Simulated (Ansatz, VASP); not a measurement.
## Two plane-wave programs on CdS

The input POSCAR:

```
CdS
1.0
    4.1500000000      0.0000000000      0.0000000000
   -2.0750000000      3.5940054257      0.0000000000
    0.0000000000      0.0000000000      6.7370000000
Cd S
2 2
Direct
    0.6666666667      0.3333333333      0.5000000000
    0.3333333333      0.6666666667      0.0000000000
    0.6666666667      0.3333333333      0.8750000000
    0.3333333333      0.6666666667      0.3750000000
```

Contents of INCAR.step1:

```
SYSTEM = CdS
ALGO = Normal ; EDIFF = 1E-5
ENCUT = 520 ; GGA = PE
ISIF = 2 ; ISMEAR = -1
LASPH = .TRUE. ; LCHARG = .FALSE.
LREAL = .FALSE. ; LWAVE = .TRUE.
NBANDS = 26 ; NELM = 100
PREC = Accurate ; SIGMA = 0.05
```

File INCAR.step2:

```
SYSTEM = CdS
AEXX = 0.25 ; ALGO = Normal
EDIFF = 1E-7 ; ENCUT = 520
GGA = PE ; HFSCREEN = 0.3
ISIF = 2 ; ISMEAR = -1
ISTART = 1 ; LASPH = .TRUE.
LCHARG = .FALSE. ; LHFCALC = .TRUE.
LREAL = .FALSE. ; LWAVE = .FALSE.
NBANDS = 26 ; NELM = 100
PREC = Accurate ; PRECFOCK = Normal
SIGMA = 0.05
```

Contents of KPOINTS:

```
k-points
0
G
  4 4 2
  0 0 0
```

The input input.yaml:

```yaml
crystal:
  lattice:
    - [4.15, 0.0, 0.0]
    - [-2.075, 3.5940054257, 0.0]
    - [0.0, 0.0, 6.737]
  atoms:
    - { symbol: Cd, position: [0.6666666667, 0.3333333333, 0.5] }
    - { symbol: Cd, position: [0.3333333333, 0.6666666667, 0.0] }
    - { symbol: S, position: [0.6666666667, 0.3333333333, 0.875] }
    - { symbol: S, position: [0.3333333333, 0.6666666667, 0.375] }
hamiltonian:
  xc: { exchange: pbe, correlation: pbe, exx: { coeff: 0.25, omega: 0.3 } }
  pseudopotentials: { kind: paw }
kpoints:
  mp_grid: { grid: [4, 4, 2] }
scf:
  occupations: { method: fermi_dirac, width: 0.05 }
output:
  forces: true
  stress: true
  eigenvalues: true
```

Alike in both runs: task single point; functional PBE-based screened hybrid; k mesh 4 × 4 × 2; occupations fermi-dirac, width 0.05 eV; no spin polarisation.

|  | VASP | Ansatz |
| --- | --- | --- |
| version | VASP 6.6.1 | Ansatz 0.2.0 |
| potentials or method | VASP PAW PBE potentials, release 64 (Cd, S) | Ansatz PAW |
| plane-wave cutoff (eV) | 520 | 420 |
| valence electrons in the cell | 36 | 52 |

|  | VASP | Ansatz | Ansatz less VASP |
| --- | --- | --- | --- |
| gap on the k mesh at the Fermi level (eV) | 2.03 | 2.03 | -0.004 |
| least direct gap on the mesh (eV) | 2.03 | 2.03 | -0.004 |
| pressure (GPa) | 1.4 | 1.1 | -0.32 |
| traceless stress, the component that is largest in VASP (GPa) | 0.26 | 0.25 | -0.011 |
| rms of the force components (eV/Å) | 0.036 | 0.035 | -0.0006 |

VASP's potentials were made for PBE, not for PBE-based screened hybrid. Atom by atom the forces differ by 0.001 eV/Å (rms over components). With one functional, cell and mesh, what is left measures potentials, basis and numerics. VASP's potentials hold 36 valence electrons a cell and Ansatz's 52, so a difference there can come from the potentials and not from the codes.

The k mesh is coarse, so the values compare programs but aren't converged.
